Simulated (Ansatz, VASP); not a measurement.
# TiO2 in VASP and in Ansatz

```xyz
9
Lattice="5.5822 0.0000 0.0000 -2.7911 4.8343 0.0000 0.0000 0.0000 6.0825" Properties=species:S:1:pos:R:3 pbc="T T T"
Ti    2.6065    0.0000    2.0275
Ti   -1.3033    2.2573    4.0550
Ti    1.4878    2.5770    0.0000
O     0.8672    4.1161    0.7339
O     3.6583    0.7182    3.3210
O     0.3400    2.0253    4.7889
O     3.1311    2.8091    5.3485
O    -1.2072    3.5273    2.7614
O     1.5840    1.3071    1.2936
```

Alike in both runs: functional BLYP; k mesh 6 × 6 × 5; occupations fermi-dirac, width 0.05 eV; no spin polarisation.

|  | VASP | Ansatz |
| --- | --- | --- |
| version | VASP 6.6.1 | Ansatz 0.2.0 |
| potentials or method | VASP PAW PBE potentials, release 64 (Ti_sv, O) | Ansatz PAW |
| plane-wave cutoff (eV) | 520 | 420 |
| valence electrons in the cell | 72 | 72 |
| task | single point | band structure |

|  | VASP | Ansatz | Ansatz less VASP |
| --- | --- | --- | --- |
| gap on the k mesh at the Fermi level (eV) | 3.59 | 3.62 | +0.034 |
| least direct gap on the mesh (eV) | 3.60 | 3.64 | +0.033 |
| pressure (GPa) | 4.6 | 3.7 | -0.90 |
| traceless stress, the component that is largest in VASP (GPa) | 0.05 | 0.05 | -0.007 |
| rms of the force components (eV/Å) | 0.120 | 0.082 | -0.0374 |

VASP's potentials were made for PBE, not for BLYP. Atom by atom the forces differ by 0.037 eV/Å (rms over components).

Noted on Ansatz's run: the k mesh misses the band edges, so the gap on the mesh is wider than the one along the path.
